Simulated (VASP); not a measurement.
A run of VASP 6.6.1 is set up as follows.

The input INCAR:

```
PREC = Accurate
ENCUT = 520
EDIFF = 1E-7
ISMEAR = 0
SIGMA = 0.1
LREAL = F
LASPH = T
NELM = 60
ALGO = Normal
ISIF = 2
LWAVE = F
LCHARG = F
LDIPOL = T
IDIPOL = 3
DIPOL = 0.5 0.5 0.500
GGA = PE
NBANDS = 46
```

File KPOINTS:

```
Automatic mesh
0
Gamma
  10 10 1
```

File POSCAR:

```
NbAs
1.0
    3.4734820522      0.0000000000      0.0000000000
    0.0000000000      3.4734820522      0.0000000000
    0.0000000000      0.0000000000     24.7728719669
As Nb
4 4
Direct
    0.0000000000      0.0000000000      0.3019686553
    0.5000000000      0.0000000000      0.4215892830
    0.5000000000      0.5000000000      0.5406355180
    0.0000000000      0.5000000000      0.6604239637
    0.5000000000      0.5000000000      0.3417210096
    0.0000000000      0.5000000000      0.4612147756
    0.0000000000      0.0000000000      0.5798790572
    0.5000000000      0.0000000000      0.6925677375
```

Potentials or basis: VASP PAW PBE potentials, release 64 (As, Nb_sv).

Launch:

```bash
$ cat potpaw_PBE.64/As/POTCAR potpaw_PBE.64/Nb_sv/POTCAR > POTCAR
$ mpirun -np 1 vasp_std > vasp.out
```

Problem. What does it give for the band gap on the k mesh?

Solution. Zero (band 36 reaches 2.71 eV, above the bottom of band 37 at 1.92 eV).

Problem. Estimate the largest force.

Solution. 0.006 eV/Å.

Forces on the atoms (eV/Å):
```
As   0.000  0.000 -0.003
As   0.000  0.000 -0.001
As   0.000  0.000  0.004
As   0.000  0.000 -0.002
Nb   0.000  0.000  0.004
Nb   0.000  0.000 -0.006
Nb   0.000  0.000  0.004
Nb   0.000  0.000  0.000
```
